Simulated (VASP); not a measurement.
# Fe (Im-3m) in VASP: notebook

Runs on Fe. Level: PBE. Tasks: single point.

Program: VASP 6.6.1. These are calculated values, not measurements. Logs are shortened: lines on timing, memory, paths and dates and some standing lists are left out, and cuts for length are marked.

## Step 1: The cell of the first run

Symmetry: Im-3m, No. 229, cubic system. Conventional cell: a = 2.866 Å, b = 2.866 Å, c = 2.866 Å, α = 90.00°, β = 90.00°, γ = 90.00°. Fe (site symmetry m-3m) has 14 Fe at 2.48 to 2.87 Å within 3.3 Å.

## Step 2: Single point, PBE, collinear spin, ferromagnetic start

The input, INCAR:

```
SYSTEM = Fe
ALGO     = Normal         ! electronic algorithm
EDIFF    = 1E-6           ! SCF threshold, eV
ENCUT    = 600            ! plane-wave cutoff, eV
GGA      = PE             ! functional
GGA_COMPAT= .FALSE.      
ISIF     = 2              ! what is computed and relaxed
ISMEAR   = -1             ! smearing method
ISPIN    = 2              ! spin polarisation
LASPH    = .TRUE.         ! aspherical terms in the spheres
LCHARG   = .FALSE.        ! write CHGCAR
LMAXMIX  = 4              ! l up to which the mixer works
LORBIT   = 11             ! projections on sites
LREAL    = .FALSE.        ! projectors in reciprocal space
LWAVE    = .FALSE.        ! write WAVECAR
MAGMOM   = 4              ! initial moments
NBANDS   = 14             ! bands
NELM     = 200            ! most SCF steps
PREC     = Accurate       ! precision mode
SIGMA    = 0.1            ! smearing width, eV
```

The input, KPOINTS:

```
k-points
0
G
  12 12 12
  0 0 0
```

The input, POSCAR:

```
Fe
1.0
   -1.4329000000      1.4329000000      1.4329000000
    1.4329000000     -1.4329000000      1.4329000000
    1.4329000000      1.4329000000     -1.4329000000
Fe
1
Direct
    0.0000000000      0.0000000000      0.0000000000
```

Potentials or basis: VASP PAW PBE potentials, release 64 (Fe).

Run with:

```
$ cat potpaw_PBE.64/Fe/POTCAR > POTCAR
$ mpirun -np 1 vasp_std > vasp.out
```

OUTCAR:

```text
SYSTEM = Fe
   EDIFF = 1E-6
   ENCUT = 600
   GGA = PE
   ISIF = 2
   ISMEAR = -1
   ISPIN = 2
   LASPH = .TRUE.
   LORBIT = 11
   LREAL = .FALSE.
   NELM = 200
   PREC = Accurate

 ion  position               nearest neighbor table
   1  0.000  0.000  0.000-

  LATTYP: Found a body centered cubic cell.
 ALAT       =     2.8658000000

  Lattice vectors:

 A1 = (  -1.4329000000,   1.4329000000,   1.4329000000)
 A2 = (   1.4329000000,  -1.4329000000,   1.4329000000)
 A3 = (   1.4329000000,   1.4329000000,  -1.4329000000)

Analysis of symmetry for initial positions (statically):
=====================================================================
 Subroutine PRICEL returns:
 Original cell was already a primitive cell.

 Routine SETGRP: Setting up the symmetry group for a
 body centered cubic supercell.

 Subroutine GETGRP returns: Found 48 space group operations
 (whereof 48 operations were pure point group operations)
 out of a pool of 48 trial point group operations.

The static configuration has the point symmetry O_h .

Analysis of symmetry for dynamics (positions and initial velocities):
=====================================================================
 Subroutine PRICEL returns:
 Original cell was already a primitive cell.

 Routine SETGRP: Setting up the symmetry group for a
 body centered cubic supercell.

 Subroutine GETGRP returns: Found 48 space group operations
 (whereof 48 operations were pure point group operations)
 out of a pool of 48 trial point group operations.

The dynamic configuration has the point symmetry O_h .

Analysis of structural, dynamic, and magnetic symmetry:
=====================================================================
 Subroutine PRICEL returns:
 Original cell was already a primitive cell.

 Routine SETGRP: Setting up the symmetry group for a
 body centered cubic supercell.

 Subroutine GETGRP returns: Found 48 space group operations
 (whereof 48 operations were pure point group operations)
 out of a pool of 48 trial point group operations.

The overall configuration has the point symmetry O_h .

 Subroutine INISYM returns: Found 48 space group operations
 (whereof 48 operations are pure point group operations),
 and found     1 'primitive' translations

----------------------------------------------------------------------------------------

                                     Primitive cell

  volume of cell :      11.7681

[... 120 lines left out ...]
 maximum number of plane-waves:       420
   NGX =  9   NGY =  9   NGZ =  9

 number of electron       7.9999998 magnetization       2.2649087

 Free energy of the ion-electron system (eV)
  ---------------------------------------------------
  ext. energy  EPLUGINS =         0.00000000
  ---------------------------------------------------
  free energy    TOTEN  =        -8.25145602 eV

  energy without entropy =       -8.22107518  energy(sigma->0) =       -8.23626560

 E-fermi :   5.4815     XC(G=0): -12.9162

 val. band max:        5.4781184886   @ k =  -0.4167   0.5000   0.1667
 cond. band min:       5.4860609365   @ k =  -0.4167   0.4167   0.1667
 fundamental gap:      0.0079424479
 Fermi energy:         5.4814784838

 spin component 1

 k-point     1 :       0.0000    0.0000    0.0000
  band No.  band energies     occupation
      1      -2.7588      1.00000
      2       3.2189      1.00000
      3       3.2189      1.00000
      4       3.2189      1.00000
      5       4.3737      0.99998
      6       4.3737      0.99998
      7      30.1450      0.00000
      8      30.1450      0.00000
      9      30.1450      0.00000
     10      35.0067      0.00000
     11      35.0067      0.00000
     12      37.1075      0.00000
     13      37.1075      0.00000
     14      37.1075      0.00000
[... 379 lines left out ...]
      3       4.1635      1.00000
      4       4.4768      0.99996
      5       4.5574      0.99990
      6       8.1080      0.00000
      7      12.6053      0.00000
      8      20.9548      0.00000
      9      22.1274      0.00000
     10      31.6496      0.00000
     11      35.6725      0.00000
     12      39.9304      0.00000
     13      43.6080      0.00000
     14      45.3988      0.00000

 [... further k-points ...]

 spin component 2

 k-point     1 :       0.0000    0.0000    0.0000
  band No.  band energies     occupation
      1      -2.5967      1.00000
      2       5.2150      0.93492
      3       5.2151      0.93484
      4       5.2151      0.93483
      5       7.1742      0.00000
      6       7.1743      0.00000
      7      29.8743      0.00000
      8      29.8743      0.00000
      9      29.8743      0.00000
     10      35.1809      0.00000
     11      35.1809      0.00000
     12      37.7811      0.00000
     13      37.7811      0.00000
     14      37.7811      0.00000
[... 379 lines left out ...]
      3       5.2257      0.92811
      4       7.1260      0.00000
      5       7.4282      0.00000
      6       9.4448      0.00000
      7      13.9360      0.00000
      8      21.3361      0.00000
      9      22.7588      0.00000
     10      31.8260      0.00000
     11      36.2751      0.00000
     12      39.9595      0.00000
     13      43.6391      0.00000
     14      46.2334      0.00000

 [... further k-points ...]

------------------------ aborting loop because EDIFF is reached ----------------------------------------

  FORCE on cell =-STRESS in cart. coord.  units (eV):
  Direction    XX          YY          ZZ          XY          YZ          ZX
  --------------------------------------------------------------------------------------
  -------------------------------------------------------------------------------------
  Total       -0.4435962     -0.4435962     -0.4435962      0.0000000      0.0000000     -0.0000000
  in kB      -60.3935761    -60.3935761    -60.3935761      0.0000000      0.0000000     -0.0000000
  external PRESSURE =     -60.3935761 kB  Pullay stress =       0.0000000 kB

 VOLUME and BASIS-vectors are now :
 -----------------------------------------------------------------------------
  energy-cutoff  :      600.00
  volume of cell :       11.77
      direct lattice vectors                 reciprocal lattice vectors
    -1.432900000  1.432900000  1.432900000     0.000000000  0.348942704  0.348942704
     1.432900000 -1.432900000  1.432900000     0.348942704  0.000000000  0.348942704
     1.432900000  1.432900000 -1.432900000     0.348942704  0.348942704  0.000000000

 POSITION                                       TOTAL-FORCE (eV/Angst)
 -----------------------------------------------------------------------------------
      0.00000      0.00000      0.00000        -0.000000      0.000000      0.000000
 -----------------------------------------------------------------------------------
    total drift:                               -0.000000     -0.000000      0.000000

  FREE ENERGIE OF THE ION-ELECTRON SYSTEM (eV)
  ---------------------------------------------------
  free  energy   TOTEN  =        -8.2514560170 eV

  energy  without entropy=       -8.2210751824  energy(sigma->0) =       -8.23626560

 total charge

# of ion       s       p       d       tot
------------------------------------------
    1        0.472   0.510   6.217   7.198

 magnetization (x)

# of ion       s       p       d       tot
------------------------------------------
    1       -0.014  -0.055   2.338   2.269
```

It took 48 s on 1 thread of AMD EPYC 7R13, shared host; peak memory 0.11 GiB.

Results:

```
Free energy                                           : -8.2515 eV
Pressure                                              : -6.0 GPa
Net moment                                            : 2.26 μB per cell
Site moments                                          : Fe +2.27 μB
Valence electrons inside the program's atomic spheres : Fe 7.20
```

Levels at points of the mesh, in eV from the Fermi level:
Spin up:
```
           k point  band 1  band 2  band 3  band 4  band 5  band 6  band 7  band 8  band 9  band 10
(0.00, 0.00, 0.00)   -8.24   -2.26   -2.26   -2.26   -1.11   -1.11   24.66   24.66   24.66    29.53
(0.50, 0.00, 0.00)   -4.75   -3.28   -1.05   -0.93    0.28    0.52    7.02   18.05   19.66    22.95
(0.50, 0.50, 0.50)   -4.66   -4.66    0.03    0.03    0.03    9.67    9.67    9.67   15.28    15.28
```
Spin down:
```csv
k point,band 1,band 2,band 3,band 4,band 5,band 6,band 7,band 8
"(0.00, 0.00, 0.00)",-8.08,-0.27,-0.27,-0.27,1.69,1.69,24.39,24.39
"(0.50, 0.00, 0.00)",-3.43,-1.49,0.61,1.55,1.94,2.60,8.43,18.09
"(0.50, 0.50, 0.50)",-2.80,-2.80,2.31,2.31,2.31,9.95,9.95,9.95
```

## Step 3: Single point, PBE, collinear spin, ferromagnetic start

The input, INCAR:

```
  PREC = Accurate
  ENCUT = 600
  EDIFF = 1E-6
  ISMEAR = -1
  SIGMA = 0.1
  LREAL = F
  LASPH = T
  NELM = 200
  ALGO = Normal
  ISIF = 2
  LWAVE = F
  LCHARG = T
  ISPIN = 2
  MAGMOM = 4
  LORBIT = 11
  LMAXMIX = 4
  GGA = PE
  LELF = T
  LVHAR = T
  NBANDS = 14
  GGA_COMPAT = F
```

The input, KPOINTS:

```
regular mesh
0
Gamma
  12 12 12
```

POSCAR is that of step 2.

Potentials or basis: VASP PAW PBE potentials, release 64 (Fe).

Run with:

```
$ cat potpaw_PBE.64/Fe/POTCAR > POTCAR
$ mpirun -np 1 vasp_std > vasp.out
```

Wall time 49 s (1 thread of Intel Xeon 8259CL, shared host); peak memory 0.14 GiB.

The run converged. Its results:

```yaml
Free_energy: -8.2515 eV
Pressure: -6.0 GPa
Net_moment: 2.26 μB per cell
Site_moments: Fe +2.27 μB
Valence_electrons_inside_the_program's_atomic_spheres: Fe 7.20
```

Levels at points of the mesh, in eV from the Fermi level:
Spin up:
| k point | band 3 | band 4 | band 5 | band 6 | band 7 | band 8 |
| --- | --- | --- | --- | --- | --- | --- |
| (0.00, 0.00, 0.00) | -2.26 | -2.26 | -1.11 | -1.11 | 24.66 | 24.66 |
| (0.50, 0.00, 0.00) | -1.05 | -0.93 | 0.28 | 0.52 | 7.02 | 18.05 |
| (0.50, 0.50, 0.50) | 0.03 | 0.03 | 0.03 | 9.67 | 9.67 | 9.67 |
Spin down:
```
           k point  band 1  band 2  band 3  band 4  band 5  band 6
(0.00, 0.00, 0.00)   -8.08   -0.27   -0.27   -0.27    1.69    1.69
(0.50, 0.00, 0.00)   -3.43   -1.49    0.61    1.55    1.94    2.60
(0.50, 0.50, 0.50)   -2.80   -2.80    2.31    2.31    2.31    9.95
```
